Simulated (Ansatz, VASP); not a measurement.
# Ca2Ge3: VASP beside Ansatz

```
CELL_PARAMETERS angstrom
-4.32837 4.32837 4.32837
4.32837 -4.32837 4.32837
4.32837 4.32837 -4.32837
ATOMIC_POSITIONS crystal
Ca 0.00000 0.25000 0.50000
Ca 0.25000 0.25000 0.25000
Ca 0.25000 0.50000 0.00000
Ca 0.50000 0.00000 0.25000
Ge 0.62500 0.25000 0.87500
Ge 0.87500 0.62500 0.25000
Ge 0.75000 0.62500 0.87500
Ge 0.25000 0.87500 0.62500
Ge 0.87500 0.75000 0.62500
Ge 0.62500 0.87500 0.75000
```

Alike in both runs: functional PBE; k mesh 6 × 6 × 6; occupations gaussian, width 0.1 eV; no spin polarisation.

Ansatz relaxed the structure, and its values are those at the end. VASP's run is a single point on that final structure, the one shown.

|  | VASP | Ansatz |
| --- | --- | --- |
| version | VASP 6.6.1 | Ansatz 0.2.0 |
| potentials or method | VASP PAW PBE potentials, release 64 (Ca_sv, Ge_d), cutoff 520 eV | scalar-relativistic, plane waves, PAW |
| valence electrons in the cell | 124 | 124 |

|  | VASP | Ansatz | Ansatz less VASP |
| --- | --- | --- | --- |
| gap on the k mesh at the Fermi level (eV) | none | none | - |
| pressure (GPa) | 0.0 | 0.0 | 0.00 |

A gap of «none» marks a metal or a gap that the smearing closes. With one functional, cell and mesh, what is left measures potentials, basis and numerics.
